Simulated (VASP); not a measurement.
# Cd3Hg2S5 (I-4m2) in VASP: single point with PBE

Aim: the single point of Cd3Hg2S5 with PBE.

All numbers are computed with VASP 6.6.1; they aren't measurements. Logs are shortened: lines on timing, memory, paths and dates and some standing lists are left out, and cuts for length are marked.

## (1) The cell of the first run

It takes space group I-4m2 (No. 119, tetragonal). Conventional cell: a = 4.212 Å, b = 4.212 Å, c = 29.703 Å, α = 90.00°, β = 90.00°, γ = 90.00°. Cd (site symmetry 2mm) has 4 S at 2.57 Å within 3.4 Å. Cd (site symmetry -4m2) has 4 S at 2.57 Å within 3.4 Å. Hg (site symmetry 2mm) has 4 S at 2.59 Å within 3.4 Å. Within 3.4 Å of S (site symmetry -4m2) lie 4 Cd at 2.57 Å. S (site symmetry 2mm) has 2 Cd at 2.57 Å and 2 Hg at 2.59 Å within 3.4 Å. Within 3.4 Å of S (site symmetry 2mm) lie 2 Cd at 2.57 Å and 2 Hg at 2.59 Å.

## (2) Single point, PBE

INCAR

```
  PREC = Accurate
  ENCUT = 520
  EDIFF = 1E-6
  ISMEAR = 0
  SIGMA = 0.1
  LREAL = F
  LASPH = T
  NELM = 60
  ALGO = Normal
  ISIF = 2
  LWAVE = F
  LCHARG = T
  GGA = PE
  LELF = T
  LVHAR = T
  NBANDS = 56
```

KPOINTS

```
Automatic mesh
0
Gamma
  4 4 4
```

POSCAR

```
Cd3Hg2S5
1.0
    0.0000000000     -4.2117333049      0.0000000000
    4.2117333049      0.0000000000      0.0000000000
   -2.1058666524      2.1058666524     14.8516018889
Cd Hg S
3 2 5
Direct
    0.7004078175      0.7004078175      0.4008156351
    0.2995921825      0.2995921825      0.5991843649
    0.5000000000      0.5000000000      0.0000000000
    0.8997763741      0.8997763741      0.7995527483
    0.1002236259      0.1002236259      0.2004472517
    0.2500000000      0.7500000000      0.5000000000
    0.8489865962      0.3489865962      0.6979731925
    0.4505854328      0.9505854328      0.9011708656
    0.0494145672      0.5494145672      0.0988291344
    0.6510134038      0.1510134038      0.3020268075
```

Potentials or basis: VASP PAW PBE potentials, release 64 (Cd, Hg, S).

On the command line:

```console
cat potpaw_PBE.64/Cd/POTCAR potpaw_PBE.64/Hg/POTCAR potpaw_PBE.64/S/POTCAR > POTCAR
mpirun -np 1 vasp_std > vasp.out
```

OUTCAR:

```text
PREC = Accurate
   ENCUT = 520
   EDIFF = 1E-6
   ISMEAR = 0
   LREAL = F
   LASPH = T
   NELM = 60
   ISIF = 2
   GGA = PE

 ion  position               nearest neighbor table
   1  0.700  0.700  0.401-  10 2.57  10 2.57   6 2.57   6 2.57
   2  0.300  0.300  0.599-   7 2.57   7 2.57   6 2.57   6 2.57
   3  0.500  0.500  0.000-   8 2.57   9 2.57   9 2.57   8 2.57
   4  0.900  0.900  0.800-   7 2.59   7 2.59   8 2.59   8 2.59
   5  0.100  0.100  0.200-  10 2.59  10 2.59   9 2.59   9 2.59
   6  0.250  0.750  0.500-   1 2.57   2 2.57   2 2.57   1 2.57
   7  0.849  0.349  0.698-   2 2.57   2 2.57   4 2.59   4 2.59
   8  0.451  0.951  0.901-   3 2.57   3 2.57   4 2.59   4 2.59
   9  0.049  0.549  0.099-   3 2.57   3 2.57   5 2.59   5 2.59
  10  0.651  0.151  0.302-   1 2.57   1 2.57   5 2.59   5 2.59

  LATTYP: Found a body centered tetragonal cell.
 ALAT       =     4.2117333049
 C/A-ratio  =     7.0524892313

  Lattice vectors:

 A1 = (  -2.1058666525,  -2.1058666524, -14.8516018889)
 A2 = (   2.1058666524,   2.1058666525, -14.8516018889)
 A3 = (   2.1058666525,  -2.1058666525,  14.8516018889)

Analysis of symmetry for initial positions (statically):
=====================================================================
 Subroutine PRICEL returns:
 Original cell was already a primitive cell.

 Routine SETGRP: Setting up the symmetry group for a
 body centered tetragonal supercell.

 Subroutine GETGRP returns: Found  8 space group operations
 (whereof  8 operations were pure point group operations)
 out of a pool of 16 trial point group operations.

The static configuration has the point symmetry D_2d.

Analysis of symmetry for dynamics (positions and initial velocities):
=====================================================================
 Subroutine PRICEL returns:
 Original cell was already a primitive cell.

 Routine SETGRP: Setting up the symmetry group for a
 body centered tetragonal supercell.

 Subroutine GETGRP returns: Found  8 space group operations
 (whereof  8 operations were pure point group operations)
 out of a pool of 16 trial point group operations.

The dynamic configuration has the point symmetry D_2d.

 Subroutine INISYM returns: Found  8 space group operations
 (whereof  8 operations are pure point group operations),
 and found     1 'primitive' translations

----------------------------------------------------------------------------------------

                                     Primitive cell

  volume of cell :     263.4481

  direct lattice vectors                    reciprocal lattice vectors
     0.000000000 -4.211733305  0.000000000     0.000000000 -0.237431938  0.033666402
     4.211733305  0.000000000  0.000000000     0.237431938  0.000000000  0.033666402
    -2.105866652  2.105866652 14.851601889     0.000000000  0.000000000  0.067332804

  length of vectors
     4.211733305  4.211733305 15.147258081     0.239806905  0.239806905  0.067332804

  position of ions in fractional coordinates (direct lattice)
     0.700407818  0.700407818  0.400815635
     0.299592182  0.299592182  0.599184365
     0.500000000  0.500000000  0.000000000
     0.899776374  0.899776374  0.799552748
     0.100223626  0.100223626  0.200447252
     0.250000000  0.750000000  0.500000000
     0.848986596  0.348986596  0.697973193
     0.450585433  0.950585433  0.901170866
     0.049414567  0.549414567  0.098829134
     0.651013404  0.151013404  0.302026807

  ion indices of the primitive-cell ions
   primitive index   ion index
                 1           1
                 2           2
                 3           3
                 4           4
                 5           5
                 6           6
                 7           7
                 8           8
                 9           9
                10          10

----------------------------------------------------------------------------------------

 KPOINTS: Automatic mesh

Automatic generation of k-mesh.
 Grid dimensions read from file:
 generate k-points for:    4    4    4

 Generating k-lattice:

  Cartesian coordinates                     Fractional coordinates (reciprocal lattice)
     0.000000000 -0.059357984  0.008416601     0.250000000  0.000000000 -0.000000000
     0.059357984  0.000000000  0.008416601     0.000000000  0.250000000 -0.000000000
     0.000000000  0.000000000  0.016833201     0.000000000  0.000000000  0.250000000

  Length of vectors
     0.059951726  0.059951726  0.016833201

  Shift w.r.t. Gamma in fractional coordinates (k-lattice)
     0.000000000  0.000000000  0.000000000

 Subroutine IBZKPT returns following result:
 ===========================================

 Found     13 irreducible k-points:

 Following reciprocal coordinates:
            Coordinates               Weight
  0.000000  0.000000  0.000000      1.000000
  0.250000  0.000000 -0.000000      8.000000
  0.500000  0.000000 -0.000000      4.000000
  0.250000  0.250000 -0.000000      8.000000
  0.500000  0.250000  0.000000     16.000000
 -0.250000  0.250000  0.000000      4.000000
  0.500000  0.500000 -0.000000      2.000000
  0.000000  0.000000  0.250000      2.000000
  0.250000  0.000000  0.250000      8.000000
  0.500000  0.000000  0.250000      4.000000
  0.250000  0.250000  0.250000      4.000000
  0.500000  0.500000  0.250000      2.000000
  0.000000  0.000000  0.500000      1.000000
   k-points           NKPTS =     13   k-points in BZ     NKDIM =     13   number of bands    NBANDS=     56
   number of dos      NEDOS =    301   number of ions     NIONS =     10
   total plane-waves  NPLWV = 122880
   dimension x,y,z NGX =    32 NGY =   32 NGZ =  120
   dimension x,y,z NGXF=    64 NGYF=   64 NGZF=  240
   ions per type =               3   2   5
   NGX,Y,Z   is equivalent  to a cutoff of  12.63, 12.63, 13.17 a.u.
   NGXF,Y,Z  is equivalent  to a cutoff of  25.26, 25.26, 26.34 a.u.
 SYSTEM =  unknown system
   PREC   = accura    normal or accurate (medium, high low for compatibility)
   ISTART =      0    job   : 0-new  1-cont  2-samecut
   ICHARG =      2    charge: 1-file 2-atom 10-const
   ISPIN  =      1    spin polarized calculation?
   LNONCOLLINEAR =      F non collinear calculations
   LSORBIT =      F    spin-orbit coupling
   LASPH  =      T    aspherical Exc in radial PAW
   ENCUT  =  520.0 eV  38.22 Ry    6.18 a.u.   7.83  7.83 28.16*2*pi/ulx,y,z
   NELM   =     60;   NELMIN=  2; NELMDL= -5     # of ELM steps
   EDIFF  = 0.1E-05   stopping-criterion for ELM
   LREAL  =      F    real-space projection
   EDIFFG = 0.1E-04   stopping-criterion for IOM
   NSW    =      0    number of steps for IOM
   IBRION =     -1    ionic relax: 0-MD 1-quasi-New 2-CG
   NFREE  =      0    steps in history (QN), initial steepest desc. (CG)
   ISIF   =      2    stress and relaxation
   ISYM   =      2    0-nonsym 1-usesym 2-fastsym
   POTIM  = 0.5000    time-step for ionic-motion
   TEBEG  =    0.0;   TEEND  =   0.0 temperature during run
   PSTRESS=    0.0 pullay stress
   NELECT =      90.0000    total number of electrons
   NUPDOWN=      -1.0000    fix difference up-down
   EMIN   =  10.00;   EMAX   =-10.00  energy-range for DOS
   EFERMI =   0.00;   METHOD = LEGACY
   ISMEAR =     0;   SIGMA  =   0.10  broadening in eV -4-tet -1-fermi 0-gaus
   EFERMI_NEDOS =   21; number of points for ismear=-14 and -15
   IALGO  =     38    algorithm
   IMIX   =      4    mixing-type and parameters
     AMIX     =   0.40;   BMIX     =  1.00
     AMIX_MAG =   1.60;   BMIX_MAG =  1.00
  volume/ion in A,a.u.               =      26.34       177.78
  Fermi-wavevector in a.u.,A,eV,Ry     =   1.144434  2.162666 17.819940  1.309729
  Thomas-Fermi vector in A             =   2.281126
   LORBIT       =      0    0 simple, 1 ext, 2 COOP (PROOUT), +10 PAW based schemes
   GGA     = PE    functional components
   LHFCALC =     F    Hartree Fock is set to
   AEXX    =    0.0000 exact exchange contribution
   IVDW    =     0    specifies the selected vdW correction
   LEPSILON=     F    determine dielectric tensor
   LRPA    =     F    only Hartree local field effects (RPA)
 non-spin polarized calculation
 Gauss-broadening in eV      SIGMA  =   0.10
  energy-cutoff  :      520.00
  volume of cell :      263.45
 maximum number of plane-waves:      7114
   NGX = 15   NGY = 15   NGZ = 57

 number of electron      90.0000017 magnetization

 Free energy of the ion-electron system (eV)
  ---------------------------------------------------
  ext. energy  EPLUGINS =         0.00000000
  ---------------------------------------------------
  free energy    TOTEN  =       -27.46163511 eV

  energy without entropy =      -27.46152353  energy(sigma->0) =      -27.46157932

 E-fermi :   1.3610     XC(G=0):  -8.9415

 val. band max:        1.1686362617   @ k =   0.0000   0.0000   0.0000
 cond. band min:       1.5294788193   @ k =   0.0000   0.0000   0.0000
 fundamental gap:      0.3608425576
 Fermi energy:         1.3610221795

 k-point     1 :       0.0000    0.0000    0.0000
  band No.  band energies     occupation
      1     -11.2320      2.00000
      2     -11.0776      2.00000
      3     -10.9873      2.00000
      4     -10.7333      2.00000
      5     -10.7099      2.00000
      6      -6.5528      2.00000
[... 48 lines left out ...]
     55       7.5142      0.00000
     56       7.5178      0.00000

 k-point     2 :       0.2500    0.0000   -0.0000
  band No.  band energies     occupation
      1     -11.0811      2.00000
      2     -10.9838      2.00000
      3     -10.8898      2.00000
      4     -10.7408      2.00000
      5     -10.6978      2.00000
      6      -6.5303      2.00000
[... 48 lines left out ...]
     55       7.2112      0.00000
     56       7.8770      0.00000
[... 588 lines left out ...]
     55       6.5750      0.00000
     56       8.1277      0.00000

 k-point    13 :       0.0000    0.0000    0.5000
  band No.  band energies     occupation
      1     -11.1990      2.00000
      2     -11.1584      2.00000
      3     -10.8589      2.00000
      4     -10.8545      2.00000
      5     -10.6693      2.00000
      6      -6.5526      2.00000
[... 48 lines left out ...]
     55       7.0299      0.00000
     56       7.7865      0.00000

------------------------ aborting loop because EDIFF is reached ----------------------------------------

  FORCE on cell =-STRESS in cart. coord.  units (eV):
  Direction    XX          YY          ZZ          XY          YZ          ZX
  --------------------------------------------------------------------------------------
  -------------------------------------------------------------------------------------
  Total        0.6621105      0.6621105      0.3915033      0.0000000     -0.0000000      0.0000000
  in kB        4.0266698      4.0266698      2.3809540      0.0000000     -0.0000000      0.0000000
  external PRESSURE =       3.4780979 kB  Pullay stress =       0.0000000 kB

 VOLUME and BASIS-vectors are now :
 -----------------------------------------------------------------------------
  energy-cutoff  :      520.00
  volume of cell :      263.45
      direct lattice vectors                 reciprocal lattice vectors
     0.000000000 -4.211733305  0.000000000     0.000000000 -0.237431938  0.033666402
     4.211733305  0.000000000  0.000000000     0.237431938  0.000000000  0.033666402
    -2.105866652  2.105866652 14.851601889     0.000000000  0.000000000  0.067332804

 POSITION                                       TOTAL-FORCE (eV/Angst)
 -----------------------------------------------------------------------------------
      2.10587     -2.10587      5.95275         0.000000     -0.000000      0.001370
      0.00000     -0.00000      8.89885        -0.000000      0.000000     -0.001370
      2.10587     -2.10587      0.00000         0.000000      0.000000      0.000000
      2.10587     -2.10587     11.87464         0.000000     -0.000000      0.001634
      0.00000     -0.00000      2.97696        -0.000000      0.000000     -0.001634
      2.10587     -0.00000      7.42580         0.000000      0.000000      0.000000
     -0.00000     -2.10587     10.36602        -0.000000      0.000000     -0.017452
      2.10587     -0.00000     13.38383         0.000000     -0.000000      0.014415
      2.10587     -0.00000      1.46777        -0.000000      0.000000     -0.014415
      0.00000     -2.10587      4.48558         0.000000     -0.000000      0.017452
 -----------------------------------------------------------------------------------
    total drift:                                0.000002      0.000002      0.000000

  FREE ENERGIE OF THE ION-ELECTRON SYSTEM (eV)
  ---------------------------------------------------
  free  energy   TOTEN  =       -27.4616351112 eV

  energy  without entropy=      -27.4615235298  energy(sigma->0) =      -27.46157932
```

Wall time 5 min (1 thread of Oxide Virtual Turin-like, shared host); peak memory 0.4 GiB.

Results:

```
Free energy            : -27.4616 eV
Pressure               : 0.3 GPa
Largest force          : 0.017 eV/Å
Band gap on the k mesh : 0.36 eV
```

Forces on the atoms (eV/Å):
```
Cd   0.000  0.000  0.001
Cd   0.000  0.000 -0.001
Cd   0.000  0.000  0.000
Hg   0.000  0.000  0.002
Hg   0.000  0.000 -0.002
S    0.000  0.000  0.000
S    0.000  0.000 -0.017
S    0.000  0.000  0.014
S    0.000  0.000 -0.014
S    0.000  0.000  0.017
```

Caveat: spin-orbit coupling is left out, which moves the levels of the heavy elements. A k mesh can miss the band edges.
